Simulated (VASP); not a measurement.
# KZnF3 (P4/nmm) in VASP: single point with PBE

Aim: the single point of KZnF3 with PBE.

Program: VASP 6.6.1. These are calculated values, not measurements. Logs are shortened: lines on timing, memory, paths and dates and some standing lists are left out, and cuts for length are marked.

### Step 1. The cell of the first run

It takes space group P4/nmm (No. 129, tetragonal). Conventional cell: a = 5.684 Å, b = 5.684 Å, c = 4.103 Å, α = 90.00°, β = 90.00°, γ = 90.00°. Within 3.8 Å of K (site symmetry -4m2) lie 12 F at 2.85 to 2.87 Å and 8 Zn at 3.36 to 3.67 Å. Zn (site symmetry 4mm) has 6 F at 2.01 to 2.09 Å within 2.7 Å. Within 2.9 Å of F (site symmetry 2/m) lie 2 Zn at 2.03 Å and 6 F at 2.72 to 2.84 Å and 4 K at 2.87 Å. F (site symmetry 4mm) has 2 Zn at 2.01 to 2.09 Å and 4 F at 2.72 Å and 4 K at 2.85 Å within 2.9 Å.

### Step 2. Single point, PBE

The input, INCAR:

```
PREC     = Accurate       # precision mode
ENCUT    = 520            # plane-wave cutoff, eV
EDIFF    = 1E-6           # SCF threshold, eV
ISMEAR   = 0              # smearing method
SIGMA    = 0.1            # smearing width, eV
LREAL    = F              # projectors in reciprocal space
LASPH    = T              # aspherical terms in the spheres
NELM     = 100            # most SCF steps
ALGO     = Normal         # electronic algorithm
ISIF     = 2              # what is computed and relaxed
LWAVE    = F              # write WAVECAR
LCHARG   = F              # write CHGCAR
GGA      = PE             # functional
NBANDS   = 53             # bands
```

The input, KPOINTS:

```
regular mesh
0
Gamma
  4 4 4
```

The input, POSCAR:

```
KZnF3
1.0
    5.6842713000      0.0000000000      0.0000000000
    0.0000000000      5.6842713000      0.0000000000
    0.0000000000      0.0000000000      4.1034765000
K Zn F
2 2 6
Direct
    0.0000000000      0.0000000000      0.0000000000
    0.5000000000      0.5000000000      0.0000000000
    0.5000000000      0.0000000000      0.4357614900
    0.0000000000      0.5000000000      0.5642385100
    0.2500000000      0.2500000000      0.5000000000
    0.7500000000      0.7500000000      0.5000000000
    0.2500000000      0.7500000000      0.5000000000
    0.7500000000      0.2500000000      0.5000000000
    0.5000000000      0.0000000000      0.9458302100
    0.0000000000      0.5000000000      0.0541697900
```

Potentials or basis: VASP PAW PBE potentials, release 64 (K_sv, Zn, F).

Command:

```sh
$ cat potpaw_PBE.64/K_sv/POTCAR potpaw_PBE.64/Zn/POTCAR potpaw_PBE.64/F/POTCAR > POTCAR
$ mpirun -np 1 vasp_std > vasp.out
```

OUTCAR:

```text
PREC = Accurate
   ENCUT = 520
   EDIFF = 1E-6
   ISMEAR = 0
   LREAL = F
   LASPH = T
   NELM = 100
   ISIF = 2
   GGA = PE

 ion  position               nearest neighbor table
   1  0.000  0.000  0.000-   9 2.85  10 2.85  10 2.85   9 2.85   4 3.36   3 3.36   3 3.36   4 3.36

   2  0.500  0.500  0.000-   9 2.85  10 2.85   9 2.85  10 2.85   3 3.36   3 3.36   4 3.36   4 3.36

   3  0.500  0.000  0.436-   9 2.01   6 2.03   7 2.03   8 2.03   5 2.03   9 2.09   2 3.36   1 3.36
                             2 3.36   1 3.36
   4  0.000  0.500  0.564-  10 2.01   6 2.03   7 2.03   8 2.03   5 2.03  10 2.09   1 3.36   2 3.36
                             1 3.36   2 3.36
   5  0.250  0.250  0.500-   3 2.03   4 2.03
   6  0.750  0.750  0.500-   3 2.03   4 2.03
   7  0.250  0.750  0.500-   3 2.03   4 2.03
   8  0.750  0.250  0.500-   3 2.03   4 2.03
   9  0.500  0.000  0.946-   3 2.01   3 2.09   1 2.85   2 2.85   2 2.85   1 2.85
  10  0.000  0.500  0.054-   4 2.01   4 2.09   2 2.85   1 2.85   1 2.85   2 2.85

  LATTYP: Found a simple tetragonal cell.
 ALAT       =     5.6842713000
 C/A-ratio  =     0.7219001845

  Lattice vectors:

 A1 = (   5.6842713000,   0.0000000000,   0.0000000000)
 A2 = (   0.0000000000,   5.6842713000,   0.0000000000)
 A3 = (   0.0000000000,   0.0000000000,   4.1034765000)

Analysis of symmetry for initial positions (statically):
=====================================================================
 Subroutine PRICEL returns:
 Original cell was already a primitive cell.

 Routine SETGRP: Setting up the symmetry group for a
 simple tetragonal supercell.

 Subroutine GETGRP returns: Found 16 space group operations
 (whereof  8 operations were pure point group operations)
 out of a pool of 16 trial point group operations.

The static configuration has the point symmetry D_2d.
 The point group associated with its full space group is D_4h.

Analysis of symmetry for dynamics (positions and initial velocities):
=====================================================================
 Subroutine PRICEL returns:
 Original cell was already a primitive cell.

 Routine SETGRP: Setting up the symmetry group for a
 simple tetragonal supercell.

 Subroutine GETGRP returns: Found 16 space group operations
 (whereof  8 operations were pure point group operations)
 out of a pool of 16 trial point group operations.

The dynamic configuration has the point symmetry D_2d.
 The point group associated with its full space group is D_4h.

 Subroutine INISYM returns: Found 16 space group operations
[... 115 lines left out ...]
   TEBEG  =    0.0;   TEEND  =   0.0 temperature during run
   PSTRESS=    0.0 pullay stress
   NELECT =      84.0000    total number of electrons
   NUPDOWN=      -1.0000    fix difference up-down
   EMIN   =  10.00;   EMAX   =-10.00  energy-range for DOS
   EFERMI =   0.00;   METHOD = LEGACY
   ISMEAR =     0;   SIGMA  =   0.10  broadening in eV -4-tet -1-fermi 0-gaus
   EFERMI_NEDOS =   21; number of points for ismear=-14 and -15
   IALGO  =     38    algorithm
   IMIX   =      4    mixing-type and parameters
     AMIX     =   0.40;   BMIX     =  1.00
     AMIX_MAG =   1.60;   BMIX_MAG =  1.00
  volume/ion in A,a.u.               =      13.26        89.47
  Fermi-wavevector in a.u.,A,eV,Ry     =   1.406050  2.657049 26.898397  1.976976
  Thomas-Fermi vector in A             =   2.528449
   LORBIT       =      0    0 simple, 1 ext, 2 COOP (PROOUT), +10 PAW based schemes
   GGA     = PE    functional components
   LHFCALC =     F    Hartree Fock is set to
   AEXX    =    0.0000 exact exchange contribution
   IVDW    =     0    specifies the selected vdW correction
   LEPSILON=     F    determine dielectric tensor
   LRPA    =     F    only Hartree local field effects (RPA)
 non-spin polarized calculation
 Gauss-broadening in eV      SIGMA  =   0.10
  energy-cutoff  :      520.00
  volume of cell :      132.59
 maximum number of plane-waves:      3588
   NGX = 21   NGY = 21   NGZ = 15

 number of electron      83.9999966 magnetization

 Free energy of the ion-electron system (eV)
  ---------------------------------------------------
  ext. energy  EPLUGINS =         0.00000000
  ---------------------------------------------------
  free energy    TOTEN  =       -40.19416561 eV

  energy without entropy =      -40.19416561  energy(sigma->0) =      -40.19416561

 E-fermi :  -0.3831     XC(G=0):  -9.8992

 val. band max:       -0.8184948087   @ k =   0.0000   0.0000   0.5000
 cond. band min:       2.8925934901   @ k =   0.0000   0.0000   0.0000
 fundamental gap:      3.7110882988
 Fermi energy:        -0.3830516051

 k-point     1 :       0.0000    0.0000    0.0000
  band No.  band energies     occupation
      1     -27.8727      2.00000
      2     -27.8329      2.00000
      3     -22.3153      2.00000
      4     -21.8501      2.00000
      5     -21.8501      2.00000
      6     -21.8484      2.00000
[... 997 lines left out ...]
     52      10.7041      0.00000
     53      10.8739      0.00000

------------------------ aborting loop because EDIFF is reached ----------------------------------------

  FORCE on cell =-STRESS in cart. coord.  units (eV):
  Direction    XX          YY          ZZ          XY          YZ          ZX
  --------------------------------------------------------------------------------------
  -------------------------------------------------------------------------------------
  Total        4.3817794      4.3817794      2.4876148      0.0000000      0.0000000      0.0000000
  in kB       52.9492168     52.9492168     30.0602211      0.0000000      0.0000000      0.0000000
  external PRESSURE =      45.3195515 kB  Pullay stress =       0.0000000 kB

 VOLUME and BASIS-vectors are now :
 -----------------------------------------------------------------------------
  energy-cutoff  :      520.00
  volume of cell :      132.59
      direct lattice vectors                 reciprocal lattice vectors
     5.684271300  0.000000000  0.000000000     0.175924045  0.000000000  0.000000000
     0.000000000  5.684271300  0.000000000     0.000000000  0.175924045  0.000000000
     0.000000000  0.000000000  4.103476500     0.000000000  0.000000000  0.243695803

 POSITION                                       TOTAL-FORCE (eV/Angst)
 -----------------------------------------------------------------------------------
      0.00000      0.00000      0.00000         0.000000     -0.000000      0.000000
      2.84214      2.84214      0.00000         0.000000     -0.000000      0.000000
      2.84214      0.00000      1.78814         0.000000     -0.000000      0.557052
      0.00000      2.84214      2.31534         0.000000     -0.000000     -0.557052
      1.42107      1.42107      2.05174        -0.000000      0.000000      0.000000
      4.26320      4.26320      2.05174        -0.000000     -0.000000     -0.000000
      1.42107      4.26320      2.05174         0.000000     -0.000000      0.000000
      4.26320      1.42107      2.05174        -0.000000      0.000000     -0.000000
      2.84214      0.00000      3.88119         0.000000     -0.000000      0.793537
      0.00000      2.84214      0.22228         0.000000     -0.000000     -0.793537
 -----------------------------------------------------------------------------------
    total drift:                               -0.000000      0.000000      0.000000

  FREE ENERGIE OF THE ION-ELECTRON SYSTEM (eV)
  ---------------------------------------------------
  free  energy   TOTEN  =       -40.1941656121 eV

  energy  without entropy=      -40.1941656121  energy(sigma->0) =      -40.19416561
```

It took 72 s on 1 thread of Intel Xeon 6975P-C (Granite Rapids), shared host; peak memory 0.27 GiB.

Results:

```
Free energy            : -40.1942 eV
Pressure               : 4.5 GPa
Largest force          : 0.794 eV/Å
Band gap on the k mesh : 3.71 eV
```

Forces on the atoms (eV/Å):
```
K    0.000  0.000  0.000
K    0.000  0.000  0.000
Zn   0.000  0.000  0.557
Zn   0.000  0.000 -0.557
F    0.000  0.000  0.000
F    0.000  0.000  0.000
F    0.000  0.000  0.000
F    0.000  0.000  0.000
F    0.000  0.000  0.794
F    0.000  0.000 -0.794
```

Caveat: the cell stands under pressure.
